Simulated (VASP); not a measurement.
A run of VASP 6.6.1 is set up as follows.

Contents of INCAR:

```
SYSTEM = Ru
PREC     = Accurate       ! precision mode
ENCUT    = 520            ! plane-wave cutoff, eV
EDIFF    = 1E-7           ! SCF threshold, eV
ISMEAR   = -1             ! smearing method
SIGMA    = 0.03           ! smearing width, eV
LREAL    = .False.        ! projectors in reciprocal space
LASPH    = .True.         ! aspherical terms in the spheres
NELM     = 80             ! most SCF steps
ALGO     = Normal         ! electronic algorithm
ISIF     = 2              ! what is computed and relaxed
LWAVE    = .False.        ! write WAVECAR
LCHARG   = .False.        ! write CHGCAR
GGA      = PS             ! functional
NBANDS   = 21             ! bands
```

KPOINTS

```
regular mesh
0
Gamma
  14 14 8
  0 0 0
```

POSCAR

```
Ru
1.0
    2.7237190573      0.0000000000      0.0000000000
   -1.3618595287      2.3588098964      0.0000000000
    0.0000000000      0.0000000000      4.3102577801
Ru
2
Direct
    0.3333333333      0.6666666667      0.2500000000
    0.6666666667      0.3333333333      0.7500000000
```

Potentials or basis: VASP PAW PBE potentials, release 64 (Ru_pv).

Launch:

```sh
$ cat potpaw_PBE.64/Ru_pv/POTCAR > POTCAR
$ mpirun -np 1 vasp_std > vasp.out
```

Q: What does it give for the band gap on the k mesh?

A: Zero (bands 14 and 15 overlap by 3.05 eV).

Q: Estimate the pressure.

A: -12.3 GPa.

Stress tensor (GPa, compression positive):
```
-11.57   0.00   0.00
  0.00 -11.57   0.00
  0.00   0.00 -13.90
```

Caveat: the cell stands under tension; the PAW data sets were made with another functional, which shifts forces and pressure a little.
